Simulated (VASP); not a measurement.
# AlN in VASP: notebook

The runs below take AlN through single point, relaxation of cell and atoms, with PBE.

Program: VASP 6.6.1. These are calculated values, not measurements. Logs are shortened: lines on timing, memory, paths and dates and some standing lists are left out, and cuts for length are marked.

## 1. The cell of the first run

Symmetry: Fm-3m, No. 225, cubic system. The conventional cell has a = 4.071 Å, b = 4.071 Å, c = 4.071 Å, α = 90.00°, β = 90.00°, γ = 90.00°. Within 2.7 Å of Al (site symmetry m-3m) lie 6 N at 2.04 Å. Within 2.7 Å of N (site symmetry m-3m) lie 6 Al at 2.04 Å.

## 2. Single point, PBE

INCAR

```
SYSTEM = AlN
ALGO = Normal
EDIFF = 1E-6
ENCUT = 520
GGA = PE
ISIF = 2
ISMEAR = 0
LASPH = .TRUE.
LCHARG = .FALSE.
LREAL = .FALSE.
LWAVE = .FALSE.
NBANDS = 11
NELM = 100
PREC = Accurate
SIGMA = 0.02
```

KPOINTS

```
k-points
0
G
  10 10 10
  0 0 0
```

POSCAR

```
AlN
1.0
    0.0000000000      2.0352736675      2.0352736675
    2.0352736675      0.0000000000      2.0352736675
    2.0352736675      2.0352736675      0.0000000000
Al N
1 1
Direct
    0.0000000000      0.0000000000      0.0000000000
    0.5000000000      0.5000000000      0.5000000000
```

Potentials or basis: VASP PAW PBE potentials, release 64 (Al, N).

Command:

```
> cat potpaw_PBE.64/Al/POTCAR potpaw_PBE.64/N/POTCAR > POTCAR
> mpirun -np 1 vasp_std > vasp.out
```

OUTCAR:

```text
SYSTEM = AlN
   EDIFF = 1E-6
   ENCUT = 520
   GGA = PE
   ISIF = 2
   ISMEAR = 0
   LASPH = .TRUE.
   LREAL = .FALSE.
   NELM = 100
   PREC = Accurate

 ion  position               nearest neighbor table
   1  0.000  0.000  0.000-   2 2.04   2 2.04   2 2.04   2 2.04   2 2.04   2 2.04
   2  0.500  0.500  0.500-   1 2.04   1 2.04   1 2.04   1 2.04   1 2.04   1 2.04

  LATTYP: Found a face centered cubic cell.
 ALAT       =     4.0705473350

  Lattice vectors:

 A1 = (   0.0000000000,   2.0352736675,   2.0352736675)
 A2 = (   2.0352736675,   0.0000000000,   2.0352736675)
 A3 = (   2.0352736675,   2.0352736675,   0.0000000000)

Analysis of symmetry for initial positions (statically):
=====================================================================
 Subroutine PRICEL returns:
 Original cell was already a primitive cell.

 Routine SETGRP: Setting up the symmetry group for a
 face centered cubic supercell.

 Subroutine GETGRP returns: Found 48 space group operations
[... 9 lines left out ...]

 Routine SETGRP: Setting up the symmetry group for a
 face centered cubic supercell.

 Subroutine GETGRP returns: Found 48 space group operations
[... 11 lines left out ...]
                                     Primitive cell

  volume of cell :      16.8616

  direct lattice vectors                    reciprocal lattice vectors
     0.000000000  2.035273667  2.035273667    -0.245667208  0.245667208  0.245667208
     2.035273667  0.000000000  2.035273667     0.245667208 -0.245667208  0.245667208
     2.035273667  2.035273667  0.000000000     0.245667208  0.245667208 -0.245667208

  length of vectors
     2.878311624  2.878311624  2.878311624     0.425508087  0.425508087  0.425508087

  position of ions in fractional coordinates (direct lattice)
     0.000000000  0.000000000  0.000000000
     0.500000000  0.500000000  0.500000000

  ion indices of the primitive-cell ions
   primitive index   ion index
                 1           1
                 2           2

----------------------------------------------------------------------------------------

 KPOINTS: k-points

Automatic generation of k-mesh.
 Grid dimensions read from file:
 generate k-points for:   10   10   10

 Generating k-lattice:

  Cartesian coordinates                     Fractional coordinates (reciprocal lattice)
    -0.024566721  0.024566721  0.024566721     0.100000000  0.000000000  0.000000000
     0.024566721 -0.024566721  0.024566721     0.000000000  0.100000000  0.000000000
     0.024566721  0.024566721 -0.024566721     0.000000000  0.000000000  0.100000000

  Length of vectors
     0.042550809  0.042550809  0.042550809

  Shift w.r.t. Gamma in fractional coordinates (k-lattice)
     0.000000000  0.000000000  0.000000000

 Subroutine IBZKPT returns following result:
 ===========================================

 Found     47 irreducible k-points:

 Following reciprocal coordinates:
            Coordinates               Weight
  0.000000  0.000000  0.000000      1.000000
  0.100000  0.000000  0.000000      8.000000
  0.200000  0.000000  0.000000      8.000000
  0.300000  0.000000  0.000000      8.000000
  0.400000  0.000000  0.000000      8.000000
  0.500000  0.000000  0.000000      4.000000
[... 16 lines left out ...]
  0.300000  0.300000  0.000000      6.000000
  0.400000  0.300000  0.000000     24.000000
 [... further k-points ...]
   k-points           NKPTS =     47   k-points in BZ     NKDIM =     47   number of bands    NBANDS=     11
   number of dos      NEDOS =    301   number of ions     NIONS =      2
   total plane-waves  NPLWV =  13824
   dimension x,y,z NGX =    24 NGY =   24 NGZ =   24
   dimension x,y,z NGXF=    48 NGYF=   48 NGZF=   48
   ions per type =               1   1
   NGX,Y,Z   is equivalent  to a cutoff of  13.86, 13.86, 13.86 a.u.
   NGXF,Y,Z  is equivalent  to a cutoff of  27.72, 27.72, 27.72 a.u.
 SYSTEM =  AlN
   PREC   = accura    normal or accurate (medium, high low for compatibility)
   ISTART =      0    job   : 0-new  1-cont  2-samecut
   ICHARG =      2    charge: 1-file 2-atom 10-const
   ISPIN  =      1    spin polarized calculation?
   LNONCOLLINEAR =      F non collinear calculations
   LSORBIT =      F    spin-orbit coupling
   LASPH  =      T    aspherical Exc in radial PAW
   ENCUT  =  520.0 eV  38.22 Ry    6.18 a.u.   5.35  5.35  5.35*2*pi/ulx,y,z
   NELM   =    100;   NELMIN=  2; NELMDL= -5     # of ELM steps
   EDIFF  = 0.1E-05   stopping-criterion for ELM
   LREAL  =      F    real-space projection
   EDIFFG = 0.1E-04   stopping-criterion for IOM
   NSW    =      0    number of steps for IOM
   IBRION =     -1    ionic relax: 0-MD 1-quasi-New 2-CG
   NFREE  =      0    steps in history (QN), initial steepest desc. (CG)
   ISIF   =      2    stress and relaxation
   ISYM   =      2    0-nonsym 1-usesym 2-fastsym
   POTIM  = 0.5000    time-step for ionic-motion
   TEBEG  =    0.0;   TEEND  =   0.0 temperature during run
   PSTRESS=    0.0 pullay stress
   NELECT =       8.0000    total number of electrons
   NUPDOWN=      -1.0000    fix difference up-down
   EMIN   =  10.00;   EMAX   =-10.00  energy-range for DOS
   EFERMI =   0.00;   METHOD = LEGACY
   ISMEAR =     0;   SIGMA  =   0.02  broadening in eV -4-tet -1-fermi 0-gaus
   EFERMI_NEDOS =   21; number of points for ismear=-14 and -15
   IALGO  =     38    algorithm
   IMIX   =      4    mixing-type and parameters
     AMIX     =   0.40;   BMIX     =  1.00
     AMIX_MAG =   1.60;   BMIX_MAG =  1.00
  volume/ion in A,a.u.               =       8.43        56.89
  Fermi-wavevector in a.u.,A,eV,Ry     =   1.276846  2.412890 22.182080  1.630337
  Thomas-Fermi vector in A             =   2.409479
   LORBIT       =      0    0 simple, 1 ext, 2 COOP (PROOUT), +10 PAW based schemes
   GGA     = PE    functional components
   LHFCALC =     F    Hartree Fock is set to
   AEXX    =    0.0000 exact exchange contribution
   IVDW    =     0    specifies the selected vdW correction
   LEPSILON=     F    determine dielectric tensor
   LRPA    =     F    only Hartree local field effects (RPA)
 non-spin polarized calculation
 Gauss-broadening in eV      SIGMA  =   0.02
  energy-cutoff  :      520.00
  volume of cell :       16.86
 maximum number of plane-waves:       469
 NGX is ok and might be reduce to    24
   NGX = 11   NGY = 11   NGZ = 11

 number of electron       8.0000000 magnetization

 Free energy of the ion-electron system (eV)
  ---------------------------------------------------
  ext. energy  EPLUGINS =         0.00000000
  ---------------------------------------------------
  free energy    TOTEN  =       -14.54590567 eV

  energy without entropy =      -14.54590567  energy(sigma->0) =      -14.54590567

 E-fermi :   9.8656     XC(G=0): -12.1913

 val. band max:        9.7036371223   @ k =   0.0000   0.0000   0.0000
 cond. band min:      14.1167063660   @ k =   0.5000   0.5000   0.0000
 fundamental gap:      4.4130692437
 Fermi energy:         9.8655948956

 k-point     1 :       0.0000    0.0000    0.0000
  band No.  band energies     occupation
      1      -7.6670      2.00000
      2       9.7036      2.00000
      3       9.7036      2.00000
      4       9.7036      2.00000
      5      15.0942      0.00000
      6      21.8055      0.00000
      7      21.8055      0.00000
      8      21.8055      0.00000
      9      26.8921      0.00000
     10      27.3449      0.00000
     11      27.3449      0.00000

 k-point     2 :       0.1000    0.0000    0.0000
  band No.  band energies     occupation
      1      -7.4659      2.00000
      2       8.6861      2.00000
      3       9.5859      2.00000
      4       9.5859      2.00000
      5      15.7356      0.00000
      6      20.9010      0.00000
      7      22.0930      0.00000
      8      22.0930      0.00000
      9      25.7133      0.00000
     10      25.7133      0.00000
     11      27.6846      0.00000

 k-point     3 :       0.2000    0.0000    0.0000
  band No.  band energies     occupation
      1      -6.8811      2.00000
      2       6.5678      2.00000
      3       9.2997      2.00000
      4       9.2997      2.00000
      5      16.4301      0.00000
      6      20.3499      0.00000
      7      22.2212      0.00000
      8      22.2212      0.00000
      9      25.1598      0.00000
     10      25.1598      0.00000
     11      26.9940      0.00000

 k-point     4 :       0.3000    0.0000    0.0000
  band No.  band energies     occupation
      1      -5.9863      2.00000
      2       4.2775      2.00000
      3       8.9822      2.00000
      4       8.9822      2.00000
      5      16.2241      0.00000
      6      21.2121      0.00000
      7      21.4542      0.00000
      8      21.4542      0.00000
      9      26.1878      0.00000
     10      26.6546      0.00000
     11      26.6546      0.00000

 k-point     5 :       0.4000    0.0000    0.0000
  band No.  band energies     occupation
      1      -4.9967      2.00000
      2       2.3605      2.00000
      3       8.7486      2.00000
      4       8.7486      2.00000
      5      15.8532      0.00000
      6      20.7810      0.00000
      7      20.7810      0.00000
      8      22.2863      0.00000
      9      25.6930      0.00000
     10      28.8497      0.00000
     11      28.8497      0.00000
[... 211 lines left out ...]
 k-point    21 :      -0.3000    0.2000    0.0000
  band No.  band energies     occupation
      1      -4.7897      2.00000
      2       3.4238      2.00000
      3       6.1142      2.00000
      4       8.6157      2.00000
      5      17.7794      0.00000
      6      19.4281      0.00000
      7      20.9500      0.00000
      8      21.8366      0.00000
      9      26.5991      0.00000
     10      28.7189      0.00000
     11      30.2075      0.00000

 k-point    22 :      -0.2000    0.2000    0.0000
  band No.  band energies     occupation
      1      -5.6971      2.00000
      2       4.7987      2.00000
      3       6.8295      2.00000
      4       9.0477      2.00000
      5      18.1601      0.00000
      6      19.6256      0.00000
      7      20.3147      0.00000
      8      22.0435      0.00000
      9      24.6364      0.00000
     10      28.6253      0.00000
     11      29.9007      0.00000

 k-point    23 :       0.3000    0.3000    0.0000
  band No.  band energies     occupation
      1      -5.4594      2.00000
      2       4.9459      2.00000
      3       7.7215      2.00000
      4       7.7215      2.00000
      5      16.3683      0.00000
      6      16.4220      0.00000
      7      21.2307      0.00000
      8      25.1037      0.00000
      9      25.1037      0.00000
     10      30.0569      0.00000
     11      33.5177      0.00000

 k-point    24 :       0.4000    0.3000    0.0000
  band No.  band energies     occupation
      1      -4.7222      2.00000
      2       3.9365      2.00000
      3       6.9621      2.00000
      4       7.4690      2.00000
      5      15.7082      0.00000
      6      16.5732      0.00000
      7      21.6854      0.00000
      8      25.0589      0.00000
      9      25.7966      0.00000
     10      31.3141      0.00000
     11      34.1973      0.00000

 [... further k-points ...]
[... 5 lines left out ...]
  --------------------------------------------------------------------------------------
  -------------------------------------------------------------------------------------
  Total       -0.0285889     -0.0285889     -0.0285889      0.0000000      0.0000000      0.0000000
  in kB       -2.7164965     -2.7164965     -2.7164965      0.0000000      0.0000000      0.0000000
  external PRESSURE =      -2.7164965 kB  Pullay stress =       0.0000000 kB

 VOLUME and BASIS-vectors are now :
 -----------------------------------------------------------------------------
  energy-cutoff  :      520.00
  volume of cell :       16.86
      direct lattice vectors                 reciprocal lattice vectors
     0.000000000  2.035273667  2.035273667    -0.245667208  0.245667208  0.245667208
     2.035273667  0.000000000  2.035273667     0.245667208 -0.245667208  0.245667208
     2.035273667  2.035273667  0.000000000     0.245667208  0.245667208 -0.245667208

 POSITION                                       TOTAL-FORCE (eV/Angst)
 -----------------------------------------------------------------------------------
      0.00000      0.00000      0.00000        -0.000000      0.000000      0.000000
      2.03527      2.03527      2.03527         0.000000     -0.000000     -0.000000
 -----------------------------------------------------------------------------------
    total drift:                               -0.000000     -0.000000      0.000000

  FREE ENERGIE OF THE ION-ELECTRON SYSTEM (eV)
  ---------------------------------------------------
  free  energy   TOTEN  =       -14.5459056671 eV

  energy  without entropy=      -14.5459056671  energy(sigma->0) =      -14.54590567
```

It took 3.3 s on 1 thread of Intel Xeon 6975P-C (Granite Rapids), shared host; peak memory 0.13 GiB.

What came out:

| Quantity | Value |
| --- | --- |
| Free energy | -14.5459 eV |
| Pressure | -0.3 GPa |
| Band gap on the k mesh | 4.41 eV, indirect (least direct gap 5.39 eV) |

Levels at points of the mesh, in eV from the valence-band top:
```tsv
k point	band 2	band 3	band 4	band 5	band 6	band 7
(0.00, 0.00, 0.00)	0.00	0.00	0.00	5.39	12.10	12.10
(0.50, 0.00, 0.00)	-8.18	-1.04	-1.04	6.01	10.84	10.84
(0.50, 0.50, 0.00)	-7.25	-2.75	-2.75	4.41	5.34	13.80
```

A k mesh can miss the band edges. Expect the measured gap to be larger: semilocal functionals such as PBE lack the derivative discontinuity.

## 3. Relaxation of cell and atoms, PBE

INCAR

```
ALGO = Normal
EDIFF = 1E-6
EDIFFG = -0.01
ENCUT = 600
GGA = PE
IBRION = 2
ISIF = 3
ISMEAR = 0
LASPH = True
LCHARG = False
LREAL = False
LWAVE = False
NELM = 100
NSW = 100
PREC = Accurate
SIGMA = 0.02
```

KPOINTS

```
k-points
0
Gamma
  10 10 10
```

POSCAR is that of step 2.

Potentials or basis: VASP PAW PBE potentials, release 64 (Al, N).

Command:

```
> cat potpaw_PBE.64/Al/POTCAR potpaw_PBE.64/N/POTCAR > POTCAR
> mpirun -np 1 vasp_std > vasp.out
```

Run time: 4.8 s. Hardware: 1 thread of Intel Xeon 6975P-C (Granite Rapids), shared host; peak memory 0.13 GiB.

It converged, with:

```yaml
Free_energy: -14.5477 eV
Relaxed_volume: 8.42 Å³/atom
Relaxed_cell: a = 2.877 Å, b = 2.877 Å, c = 2.877 Å, α = 60.00°, β = 60.00°, γ = 60.00°
Space_group_after_relaxing_to_0.05_Å: Fm-3m (No. 225)
Energy_gained_by_relaxing: 0.0 meV/atom
Ionic_steps: 3
Pressure_after_relaxing: 0.0 GPa
Band_gap_on_the_k_mesh: 4.43 eV, indirect (least direct gap 5.41 eV)
```

Final structure:
```
CELL_PARAMETERS angstrom
0.00000 2.03413 2.03413
2.03413 0.00000 2.03413
2.03413 2.03413 0.00000
ATOMIC_POSITIONS crystal
Al 0.00000 0.00000 0.00000
N 0.50000 0.50000 0.50000
```

Levels at points of the mesh, in eV from the valence-band top:
```tsv
k point	band 1	band 2	band 3	band 4	band 5	band 6	band 7	band 8
(0.00, 0.00, 0.00)	-17.39	0.00	0.00	0.00	5.41	12.11	12.11	12.11
(0.50, 0.00, 0.00)	-14.20	-8.19	-1.04	-1.04	6.02	10.85	10.85	13.02
(0.50, 0.50, 0.00)	-13.24	-7.26	-2.75	-2.75	4.43	5.33	13.82	16.96
```

A k mesh can miss the band edges.

(Continued in part 2 of 2.)
